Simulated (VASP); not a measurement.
# In2As2H in VASP: a series of runs

In2As2H is run at these levels: PBE+D3(BJ); tasks: single point.

Everything below comes from runs of VASP 6.6.1. Logs are shortened: lines on timing, memory, paths and dates and some standing lists are left out, and cuts for length are marked.

### 1 The cell of the first run

The cell holds a slab with vacuum, 5 atoms: a = 4.322 Å, b = 4.322 Å, c = 21.739 Å, α = 90.00°, β = 90.00°, γ = 120.00°.

### 2 Single point, PBE+D3(BJ)

The input, INCAR:

```
PREC = Accurate
ENCUT = 520
EDIFF = 1E-7
ISMEAR = 0
SIGMA = 0.1
LREAL = F
LASPH = T
NELM = 100
ALGO = Normal
ISIF = 2
LWAVE = F
LCHARG = F
LDIPOL = T
IDIPOL = 3
DIPOL = 0.5 0.5 0.338
GGA = PE
IVDW = 12
NBANDS = 26
```

The input, KPOINTS:

```
regular mesh
0
Gamma
  6 6 1
```

The input, POSCAR:

```
In2As2H
1.0
    4.3220706691      0.0000000000      0.0000000000
   -2.1610353346      3.7430229964      0.0000000000
    0.0000000000      0.0000000000     21.7386927198
As In H
2 2 1
Direct
    0.0000000000      0.0000000000      0.1840037049
    0.3333333333      0.6666666667      0.3557112058
    0.3333333333      0.6666666667      0.2245875152
    0.6666666667      0.3333333333      0.3881876812
    1.5555555556      0.5555555556      0.5399907378
```

Potentials or basis: VASP PAW PBE potentials, release 64 (As, In_d, H).

On the command line:

```
$ cat potpaw_PBE.64/As/POTCAR potpaw_PBE.64/In_d/POTCAR potpaw_PBE.64/H/POTCAR > POTCAR
$ mpirun -np 1 vasp_std > vasp.out
```

OUTCAR:

```text
PREC = Accurate
   ENCUT = 520
   EDIFF = 1E-7
   ISMEAR = 0
   LREAL = F
   LASPH = T
   NELM = 100
   ISIF = 2
   GGA = PE
   IVDW = 12
 IVDW          = 12

 ion  position               nearest neighbor table
   1  0.000  0.000  0.184-   3 2.65   3 2.65   3 2.65
   2  0.333  0.667  0.356-   4 2.59   4 2.59   4 2.59   3 2.85
   3  0.333  0.667  0.225-   1 2.65   1 2.65   1 2.65   2 2.85
   4  0.667  0.333  0.388-   2 2.59   2 2.59   2 2.59
   5  0.556  0.556  0.540-

  LATTYP: Found a hexagonal cell.
 ALAT       =     4.3220706691
 C/A-ratio  =     5.0296939555

  Lattice vectors:

 A1 = (   4.3220706691,   0.0000000000,   0.0000000000)
 A2 = (  -2.1610353346,   3.7430229964,   0.0000000000)
 A3 = (   0.0000000000,   0.0000000000,  21.7386927198)

Analysis of symmetry for initial positions (statically):
=====================================================================
 Subroutine PRICEL returns:
 Original cell was already a primitive cell.

 Routine SETGRP: Setting up the symmetry group for a
 hexagonal supercell.

 Subroutine GETGRP returns: Found  1 space group operations
 (whereof  1 operations were pure point group operations)
 out of a pool of 24 trial point group operations.

The static configuration has the point symmetry C_1 .

Analysis of symmetry for dynamics (positions and initial velocities):
=====================================================================
 Subroutine PRICEL returns:
 Original cell was already a primitive cell.

 Routine SETGRP: Setting up the symmetry group for a
 hexagonal supercell.

 Subroutine GETGRP returns: Found  1 space group operations
 (whereof  1 operations were pure point group operations)
 out of a pool of 24 trial point group operations.

The dynamic configuration has the point symmetry C_1 .

 Subroutine INISYM returns: Found  1 space group operations
 (whereof  1 operations are pure point group operations),
 and found     1 'primitive' translations

----------------------------------------------------------------------------------------

                                     Primitive cell

  volume of cell :     351.6801

  direct lattice vectors                    reciprocal lattice vectors
     4.322070669  0.000000000  0.000000000     0.231370581  0.133581867  0.000000000
    -2.161035335  3.743022996  0.000000000     0.000000000  0.267163734  0.000000000
     0.000000000  0.000000000 21.738692720     0.000000000  0.000000000  0.046000926

  length of vectors
     4.322070669  4.322070669 21.738692720     0.267163734  0.267163734  0.046000926

  position of ions in fractional coordinates (direct lattice)
     0.000000000  0.000000000  0.184003705
     0.333333333  0.666666667  0.355711206
     0.333333333  0.666666667  0.224587515
     0.666666667  0.333333333  0.388187681
     0.555555556  0.555555556  0.539990738

  ion indices of the primitive-cell ions
   primitive index   ion index
                 1           1
                 2           2
                 3           3
                 4           4
                 5           5

----------------------------------------------------------------------------------------

 KPOINTS: regular mesh

Automatic generation of k-mesh.
 Grid dimensions read from file:
 generate k-points for:    6    6    1

 Generating k-lattice:

  Cartesian coordinates                     Fractional coordinates (reciprocal lattice)
     0.038561763  0.022263644  0.000000000     0.166666667  0.000000000  0.000000000
     0.000000000  0.044527289  0.000000000     0.000000000  0.166666667  0.000000000
     0.000000000  0.000000000  0.046000926     0.000000000  0.000000000  1.000000000

  Length of vectors
     0.044527289  0.044527289  0.046000926

  Shift w.r.t. Gamma in fractional coordinates (k-lattice)
     0.000000000  0.000000000  0.000000000

 Subroutine IBZKPT returns following result:
 ===========================================

 Found     20 irreducible k-points:

 Following reciprocal coordinates:
            Coordinates               Weight
  0.000000  0.000000  0.000000      1.000000
  0.166667  0.000000  0.000000      2.000000
  0.000000  0.166667  0.000000      2.000000
 -0.166667  0.166667  0.000000      2.000000
  0.333333  0.000000  0.000000      2.000000
  0.000000  0.333333  0.000000      2.000000
[... 12 lines left out ...]
  0.500000 -0.166667  0.000000      2.000000
  0.333333  0.333333  0.000000      2.000000
   k-points           NKPTS =     20   k-points in BZ     NKDIM =     20   number of bands    NBANDS=     26
   number of dos      NEDOS =    301   number of ions     NIONS =      5
   total plane-waves  NPLWV = 165888
   dimension x,y,z NGX =    32 NGY =   32 NGZ =  162
   dimension x,y,z NGXF=    64 NGYF=   64 NGZF=  324
   ions per type =               2   2   1
   NGX,Y,Z   is equivalent  to a cutoff of  12.31, 12.31, 12.39 a.u.
   NGXF,Y,Z  is equivalent  to a cutoff of  24.62, 24.62, 24.78 a.u.
 SYSTEM =  unknown system
   PREC   = accura    normal or accurate (medium, high low for compatibility)
   ISTART =      0    job   : 0-new  1-cont  2-samecut
   ICHARG =      2    charge: 1-file 2-atom 10-const
   ISPIN  =      1    spin polarized calculation?
   LNONCOLLINEAR =      F non collinear calculations
   LSORBIT =      F    spin-orbit coupling
   LASPH  =      T    aspherical Exc in radial PAW
   ENCUT  =  520.0 eV  38.22 Ry    6.18 a.u.   8.04  8.04 40.42*2*pi/ulx,y,z
   NELM   =    100;   NELMIN=  2; NELMDL= -5     # of ELM steps
   EDIFF  = 0.1E-06   stopping-criterion for ELM
   LREAL  =      F    real-space projection
   EDIFFG = 0.1E-05   stopping-criterion for IOM
   NSW    =      0    number of steps for IOM
   IBRION =     -1    ionic relax: 0-MD 1-quasi-New 2-CG
   NFREE  =      0    steps in history (QN), initial steepest desc. (CG)
   ISIF   =      2    stress and relaxation
   ISYM   =      2    0-nonsym 1-usesym 2-fastsym
   POTIM  = 0.5000    time-step for ionic-motion
   TEBEG  =    0.0;   TEEND  =   0.0 temperature during run
   PSTRESS=    0.0 pullay stress
   NELECT =      37.0000    total number of electrons
   NUPDOWN=      -1.0000    fix difference up-down
   EMIN   =  10.00;   EMAX   =-10.00  energy-range for DOS
   EFERMI =   0.00;   METHOD = LEGACY
   ISMEAR =     0;   SIGMA  =   0.10  broadening in eV -4-tet -1-fermi 0-gaus
   EFERMI_NEDOS =   21; number of points for ismear=-14 and -15
   IALGO  =     38    algorithm
   IMIX   =      4    mixing-type and parameters
     AMIX     =   0.40;   BMIX     =  1.00
     AMIX_MAG =   1.60;   BMIX_MAG =  1.00
  volume/ion in A,a.u.               =      70.34       474.65
  Fermi-wavevector in a.u.,A,eV,Ry     =   0.772846  1.460467  8.126631  0.597291
  Thomas-Fermi vector in A             =   1.874564
   LORBIT       =      0    0 simple, 1 ext, 2 COOP (PROOUT), +10 PAW based schemes
   GGA     = PE    functional components
   LHFCALC =     F    Hartree Fock is set to
   AEXX    =    0.0000 exact exchange contribution
   IVDW    =    12    specifies the selected vdW correction
   LEPSILON=     F    determine dielectric tensor
   LRPA    =     F    only Hartree local field effects (RPA)
 non-spin polarized calculation
 Gauss-broadening in eV      SIGMA  =   0.10
  energy-cutoff  :      520.00
  volume of cell :      351.68
 maximum number of plane-waves:      9486
   NGX = 17   NGY = 17   NGZ = 81

 dipolmoment           0.000000      0.000000     -0.074720 electrons x Angstroem

 number of electron      36.9999995 magnetization

 dipolmoment           0.000000      0.000000      0.088597 electrons x Angstroem

 Free energy of the ion-electron system (eV)
  ---------------------------------------------------
  ext. energy  EPLUGINS =         0.00000000
  ---------------------------------------------------
  free energy    TOTEN  =       -14.65837385 eV

  energy without entropy =      -14.61461936  energy(sigma->0) =      -14.63649660

 E-fermi :  -2.7060     XC(G=0):  -3.9153

 val. band max:       -2.7070727574   @ k =   0.5000   0.5000   0.0000
 cond. band min:      -2.7035513327   @ k =   0.1667   0.1667   0.0000
 fundamental gap:      0.0035214248
 Fermi energy:        -2.7059505112

 k-point     1 :       0.0000    0.0000    0.0000
  band No.  band energies     occupation
      1     -17.5299      2.00000
      2     -17.4433      2.00000
      3     -17.4365      2.00000
      4     -17.3580      2.00000
      5     -17.3495      2.00000
      6     -16.6180      2.00000
[... 18 lines left out ...]
     25       2.3288      0.00000
     26       2.3326      0.00000

 k-point     2 :       0.1667    0.0000    0.0000
  band No.  band energies     occupation
      1     -17.5345      2.00000
      2     -17.4441      2.00000
      3     -17.4329      2.00000
      4     -17.3597      2.00000
      5     -17.3445      2.00000
      6     -16.6178      2.00000
[... 18 lines left out ...]
     25       2.2055      0.00000
     26       2.7825      0.00000

 k-point     3 :       0.0000    0.1667    0.0000
  band No.  band energies     occupation
      1     -17.5340      2.00000
      2     -17.4429      2.00000
      3     -17.4349      2.00000
      4     -17.3602      2.00000
      5     -17.3438      2.00000
      6     -16.6178      2.00000
[... 456 lines left out ...]
 k-point    19 :       0.5000   -0.1667    0.0000
  band No.  band energies     occupation
      1     -17.5654      2.00000
      2     -17.4354      2.00000
      3     -17.4217      2.00000
      4     -17.3625      2.00000
      5     -17.3249      2.00000
      6     -16.6404      2.00000
[... 18 lines left out ...]
     25       3.0461      0.00000
     26       3.5057      0.00000

 k-point    20 :       0.3333    0.3333    0.0000
  band No.  band energies     occupation
      1     -17.5654      2.00000
      2     -17.4307      2.00000
      3     -17.4251      2.00000
      4     -17.3600      2.00000
      5     -17.3282      2.00000
      6     -16.6402      2.00000
[... 18 lines left out ...]
     25       3.3105      0.00000
     26       3.6996      0.00000

------------------------ aborting loop because EDIFF is reached ----------------------------------------

 vacuum level on the upper side and lower side of the slab       (xc-potential included)         0.411        -0.548

 Edisp (eV)   -0.86616

 E8    (eV) :    -0.4108

  FORCE on cell =-STRESS in cart. coord.  units (eV):
  Direction    XX          YY          ZZ          XY          YZ          ZX
  --------------------------------------------------------------------------------------
  -------------------------------------------------------------------------------------
  Total      -0.18696    -0.32105    -1.89225     0.02275    -0.26539     0.31945
  in kB      -0.85177    -1.46265    -8.62069     0.10366    -1.20907     1.45536
  external pressure =       -3.65 kB  Pullay stress =        0.00 kB

 VOLUME and BASIS-vectors are now :
 -----------------------------------------------------------------------------
  energy-cutoff  :      520.00
  volume of cell :      351.68
      direct lattice vectors                 reciprocal lattice vectors
     4.322070669  0.000000000  0.000000000     0.231370581  0.133581867  0.000000000
    -2.161035335  3.743022996  0.000000000     0.000000000  0.267163734  0.000000000
     0.000000000  0.000000000 21.738692720     0.000000000  0.000000000  0.046000926

 POSITION                                       TOTAL-FORCE (eV/Angst)
 -----------------------------------------------------------------------------------
      0.00000      0.00000      4.00000         0.015440     -0.011311      0.081644
     -0.00000      2.49535      7.73270        -0.024600      0.012538     -0.237350
     -0.00000      2.49535      4.88224        -0.009346      0.005605      0.050077
      2.16104      1.24767      8.43869        -0.083693      0.080121      0.555111
      1.20058      2.07946     11.73869         0.102200     -0.086953     -0.449482
 -----------------------------------------------------------------------------------
    total drift:                                0.000077     -0.000070     -0.000815

  FREE ENERGIE OF THE ION-ELECTRON SYSTEM (eV)
  ---------------------------------------------------
  free  energy   TOTEN  =       -15.5245294627 eV

  energy  without entropy=      -15.4807749755  energy(sigma->0) =      -15.50265222

 vacuum level on the upper side and lower side of the slab         3.877         2.891
```

It took 6.8 min on 1 thread of Intel Xeon Platinum 8259CL at 2.50GHz (Skylake/Cascade Lake), shared host; peak memory 0.51 GiB.

Results:

| Property | Result |
| --- | --- |
| Free energy | -15.5245 eV |
| Largest force | 0.567 eV/Å |
| Band gap on the k mesh | zero (an odd number of electrons rules out a gap without spin polarisation) |
| Dispersion energy per atom | -0.173 eV |

Forces on the atoms (eV/Å):
```
As   0.015 -0.011  0.082
As  -0.025  0.013 -0.237
In  -0.009  0.006  0.050
In  -0.084  0.080  0.555
H    0.102 -0.087 -0.449
```

Caveat: spin-orbit coupling is left out, which moves the levels of the heavy elements; an odd number of electrons without spin polarisation forces a metal; a magnetic or distorted state may lie lower.

### 3 Single point, PBE+D3(BJ)

The input, INCAR:

```
SYSTEM = In2As2H
PREC = Accurate
ENCUT = 520
EDIFF = 1E-7
ISMEAR = 0
SIGMA = 0.1
LREAL = .False.
LASPH = .True.
NELM = 100
ALGO = Normal
ISIF = 2
LWAVE = .False.
LCHARG = .False.
LDIPOL = .True.
IDIPOL = 3
DIPOL = 0.5 0.5 0.338
GGA = PE
IVDW = 12
NBANDS = 26
```

The input, KPOINTS:

```
regular mesh
0
Gamma
  6 6 1
  0 0 0
```

Changes to POSCAR since step 2:

```diff
@@ -12,2 +12,2 @@
     0.6666666667      0.3333333333      0.3881876812
-    1.5555555556      0.5555555556      0.5399907378
+    0.7777777778      0.7777777778      0.5399907378
```

Potentials or basis: VASP PAW PBE potentials, release 64 (As, In_d, H).

On the command line:

```
$ cat potpaw_PBE.64/As/POTCAR potpaw_PBE.64/In_d/POTCAR potpaw_PBE.64/H/POTCAR > POTCAR
$ mpirun -np 1 vasp_std > vasp.out
```

It took 7.2 min on 1 thread of Intel Xeon Platinum 8259CL at 2.50GHz (Skylake/Cascade Lake), shared host; peak memory 0.51 GiB.

The run converged. Its results:

```
Free energy                : -15.4728 eV
Largest force              : 0.434 eV/Å
Band gap on the k mesh     : zero (an odd number of electrons rules out a gap without spin polarisation)
Dispersion energy per atom : -0.173 eV
```

Forces on the atoms (eV/Å):
```
As   0.006 -0.006  0.053
As  -0.017  0.003 -0.203
In  -0.004  0.001  0.059
In  -0.004  0.087  0.425
H    0.020 -0.085 -0.335
```

Levels at points of the mesh, in eV from the Fermi level:
```csv
k point,band 14,band 15,band 16,band 17,band 18,band 19,band 20,band 21,band 22,band 23
"(0.00, 0.00, 0.00)",-1.79,-0.92,-0.92,-0.32,0.27,0.27,0.45,1.32,3.10,4.18
"(0.50, 0.00, 0.00)",-4.91,-2.14,-1.98,-0.88,-0.61,0.01,1.17,2.00,2.57,3.62
"(0.00, 0.50, 0.00)",-4.91,-2.14,-1.99,-0.88,-0.59,0.08,1.08,1.92,2.57,3.60
"(0.50, 0.50, 0.00)",-4.91,-2.14,-1.98,-0.89,-0.58,0.01,1.10,1.98,2.59,3.59
```

Caveat: spin-orbit coupling is left out, which moves the levels of the heavy elements; an odd number of electrons without spin polarisation forces a metal; a magnetic or distorted state may lie lower.

### 4 Single point, PBE+D3(BJ)

The input, INCAR:

```
PREC = Accurate
ENCUT = 520
EDIFF = 1E-7
ISMEAR = 0
SIGMA = 0.1
LREAL = False
LASPH = True
NELM = 60
ALGO = Normal
ISIF = 2
LWAVE = False
LCHARG = False
LDIPOL = True
IDIPOL = 3
DIPOL = 0.5 0.5 0.338
GGA = PE
IVDW = 12
NBANDS = 26
```

The input, KPOINTS:

```
regular mesh
0
Gamma
  6 6 1
```

Changes to POSCAR since step 3:

```diff
@@ -12,2 +12,2 @@
     0.6666666667      0.3333333333      0.3881876812
-    0.7777777778      0.7777777778      0.5399907378
+    1.1111111111      0.4444444444      0.5399907378
```

On the command line:

```
$ cat potpaw_PBE.64/As/POTCAR potpaw_PBE.64/In_d/POTCAR potpaw_PBE.64/H/POTCAR > POTCAR
$ mpirun -np 1 vasp_std > vasp.out
```

It took 7.1 min on 1 thread of Intel Xeon Platinum 8259CL at 2.50GHz (Skylake/Cascade Lake), shared host; peak memory 0.51 GiB.

The run converged. Its results:

| Item | Value |
| --- | --- |
| Free energy | -15.4720 eV |
| Largest force | 0.425 eV/Å |
| Band gap on the k mesh | zero (an odd number of electrons rules out a gap without spin polarisation) |
| Dispersion energy per atom | -0.173 eV |

Forces on the atoms (eV/Å):
```
As  -0.012 -0.007  0.091
As   0.019  0.019 -0.186
In   0.007  0.007  0.012
In   0.069  0.008  0.419
H   -0.083 -0.027 -0.336
```

Levels at points of the mesh, in eV from the Fermi level:
```csv
k point,band 15,band 16,band 17,band 18,band 19,band 20,band 21,band 22
"(0.00, 0.00, 0.00)",-0.98,-0.98,-0.35,0.25,0.25,0.40,1.29,3.05
"(0.50, 0.00, 0.00)",-2.20,-2.04,-0.91,-0.61,0.01,1.03,1.89,2.56
"(0.00, 0.50, 0.00)",-2.20,-2.04,-0.91,-0.66,0.04,1.12,1.88,2.52
"(0.50, 0.50, 0.00)",-2.20,-2.05,-0.91,-0.64,0.08,1.05,1.85,2.53
```

Caveat: spin-orbit coupling is left out, which moves the levels of the heavy elements; an odd number of electrons without spin polarisation forces a metal; a magnetic or distorted state may lie lower.

### 5 Overview

```csv
cell,gap on the mesh (eV),largest force (eV/Å)
"as given, atomic positions A",none,0.57
"as given, atomic positions B",none,0.43
"as given, atomic positions C",none,0.43
```

Alike in all rows: task single point; level PBE+D3(BJ); potentials or basis VASP PAW PBE potentials, release 64 (As, In_d, H); no spin polarisation; k mesh 6 × 6 × 1; cutoff (eV) 520; smearing gaussian 0.1 eV.

Caveats: spin-orbit coupling is left out, which moves the levels of the heavy elements; an odd number of electrons without spin polarisation forces a metal; a magnetic or distorted state may lie lower.

Absolute energies hang on the potentials; compare differences alone.
